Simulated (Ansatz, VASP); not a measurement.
Two plane-wave programs on Ga7FeAs8

```
CELL_PARAMETERS angstrom
0.00000 5.65370 5.65370
5.65370 0.00000 5.65370
5.65370 5.65370 0.00000
ATOMIC_POSITIONS crystal
Fe 0.00000 0.00000 0.00000
Ga 0.00068 0.00068 0.49932
Ga 0.00068 0.49932 0.00068
Ga 0.00068 0.49932 0.49932
Ga 0.49932 0.00068 0.00068
Ga 0.49932 0.00068 0.49932
Ga 0.49932 0.49932 0.00068
Ga 0.50000 0.50000 0.50000
As 0.12422 0.12422 0.12422
As 0.12422 0.12422 0.62735
As 0.12422 0.62735 0.12422
As 0.12465 0.62512 0.62512
As 0.62735 0.12422 0.12422
As 0.62512 0.12465 0.62512
As 0.62512 0.62512 0.12465
As 0.62512 0.62512 0.62512
```

Alike in both runs: task single point; functional PBEsol; k mesh 3 × 3 × 3; occupations gaussian, width 0.05 eV; collinear spin; Hubbard terms Fe d U = 6.0 eV.

|  | VASP | Ansatz |
| --- | --- | --- |
| version | VASP 6.6.1 | Ansatz 0.2.0 |
| potentials or method | VASP PAW PBE potentials, release 64 (Fe, Ga_d, As), cutoff 520 eV | scalar-relativistic, plane waves, PAW |
| valence electrons in the cell | 139 | 227 |

VASP gave:

| Item | Value |
| --- | --- |
| gap on the k mesh at the Fermi level (eV) | none |
| pressure (GPa) | 0.4 |
| rms of the force components (eV/Å) | 0.013 |
| net moment per atom (μB) | 0.30 |
| size of the moment on the site where the two differ most (μB) | 3.89 |

**Question.** What did Ansatz give for the same quantities?

**Answer.** gap on the k mesh at the Fermi level (eV): none; pressure (GPa): -0.1; rms of the force components (eV/Å): 0.060; net moment per atom (μB): 0.11; size of the moment on the site where the two differ most (μB): 2.48.

The net moments are unlike, so the other rows may belong to different states. VASP's potentials were made for PBE, not for PBEsol. Site moments also hang on the region over which each program counts them. The programs project onto different local orbitals, so the same U acts differently, and such runs can settle in different states. Atom by atom the forces differ by 0.065 eV/Å (rms over components). A gap of «none» marks a metal or a gap that the smearing closes. VASP's potentials hold 139 valence electrons a cell and Ansatz's 227, so a difference there can come from the potentials and not from the codes. Ansatz's warnings: filled band counts differ across k points, stress scf threshold loose.
